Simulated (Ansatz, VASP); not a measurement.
# TiO2 in VASP and in Ansatz

File INCAR:

```
SYSTEM = TiO2
  PREC = Accurate
  ENCUT = 520
  EDIFF = 1E-6
  ISMEAR = -1
  SIGMA = 0.05
  LREAL = .False.
  LASPH = .True.
  NELM = 100
  ALGO = Normal
  ISIF = 2
  LWAVE = .False.
  LCHARG = .False.
  GGA = RP
  NBANDS = 60
```

File KPOINTS:

```
regular mesh
0
Gamma
  6 6 3
  0 0 0
```

Contents of POSCAR:

```
TiO2
1.0
    6.1535771931     -1.8834685000      0.0000000000
    6.1535771931      1.8834685000      0.0000000000
   -1.9283261078      0.0000000000      6.3289668713
Ti O
4 8
Direct
    0.9000710000      0.9000710000      0.2896020000
    0.1952860000      0.1952860000      0.2837620000
    0.0999290000      0.0999290000      0.7103980000
    0.8047140000      0.8047140000      0.7162380000
    0.3619310000      0.3619310000      0.2933970000
    0.2634885000      0.2634885000      0.6525000000
    0.8671885000      0.8671885000      0.9952910000
    0.7365115000      0.7365115000      0.3475000000
    0.9416475000      0.9416475000      0.6300210000
    0.1328115000      0.1328115000      0.0047090000
    0.6380690000      0.6380690000      0.7066030000
    0.0583525000      0.0583525000      0.3699790000
```

The input input.yaml:

```yaml
crystal:
  lattice:
    - [6.1535771931, -1.8834685, 0.0]
    - [6.1535771931, 1.8834685, 0.0]
    - [-1.9283261078, 0.0, 6.3289668713]
  atoms:
    - { symbol: Ti, position: [0.900071, 0.900071, 0.289602] }
    - { symbol: Ti, position: [0.195286, 0.195286, 0.283762] }
    - { symbol: Ti, position: [0.099929, 0.099929, 0.710398] }
    - { symbol: Ti, position: [0.804714, 0.804714, 0.716238] }
    - { symbol: O, position: [0.361931, 0.361931, 0.293397] }
    - { symbol: O, position: [0.2634885, 0.2634885, 0.6525] }
    - { symbol: O, position: [0.8671885, 0.8671885, 0.995291] }
    - { symbol: O, position: [0.7365115, 0.7365115, 0.3475] }
    - { symbol: O, position: [0.9416475, 0.9416475, 0.630021] }
    - { symbol: O, position: [0.1328115, 0.1328115, 0.004709] }
    - { symbol: O, position: [0.638069, 0.638069, 0.706603] }
    - { symbol: O, position: [0.0583525, 0.0583525, 0.369979] }
hamiltonian:
  xc: rpbe
  pseudopotentials: { kind: paw }
kpoints:
  mp_grid: { grid: [6, 6, 3] }
  band_path:
    path:
      - [[0.0, 0.0, 0.0], [0.5, 0.5, 1.0], [-0.9361180477, -0.9361180477, 2.1067149013], [0.5, 0.5, 0.5], [0.2894712774, 0.7105287226, 0.5]]
      - [[-0.2894712774, 0.2894712774, -0.5], [0.0, 0.0, -0.5], [1.9361180477, 1.9361180477, -1.1067149013]]
      - [[0.5, 0.5, 1.0], [0.3919103315, 0.6080896685, 1.0]]
      - [[-0.3919103315, 0.3919103315, 0.0], [0.0, 0.0, 0.0], [0.0, 0.5, 0.5]]
      - [[0.0, 0.5, 0.0], [0.0, 0.0, 0.0]]
    npoints: 10
scf:
  occupations: { method: fermi_dirac, width: 0.05 }
  n_extra_bands: 30
output:
  forces: true
  stress: true
  eigenvalues: true
  fatbands: false
```

Alike in both runs: functional RPBE; k mesh 6 × 6 × 3; occupations fermi-dirac, width 0.05 eV; no spin polarisation.

|  | VASP | Ansatz |
| --- | --- | --- |
| version | VASP 6.6.1 | Ansatz 0.2.0 |
| potentials or method | VASP PAW PBE potentials, release 64 (Ti_sv, O) | Ansatz PAW |
| plane-wave cutoff (eV) | 520 | 420 |
| valence electrons in the cell | 96 | 96 |
| task | single point | band structure |

```tsv
	VASP	Ansatz	Ansatz less VASP
gap on the k mesh at the Fermi level (eV)	2.79	2.81	+0.021
least direct gap on the mesh (eV)	2.93	2.95	+0.020
pressure (GPa)	3.5	3.0	-0.50
traceless stress, the component that is largest in VASP (GPa)	-0.05	-0.08	-0.027
rms of the force components (eV/Å)	0.048	0.060	+0.0114
```

VASP's potentials were made for PBE, not for RPBE. Atom by atom the forces differ by 0.016 eV/Å (rms over components).
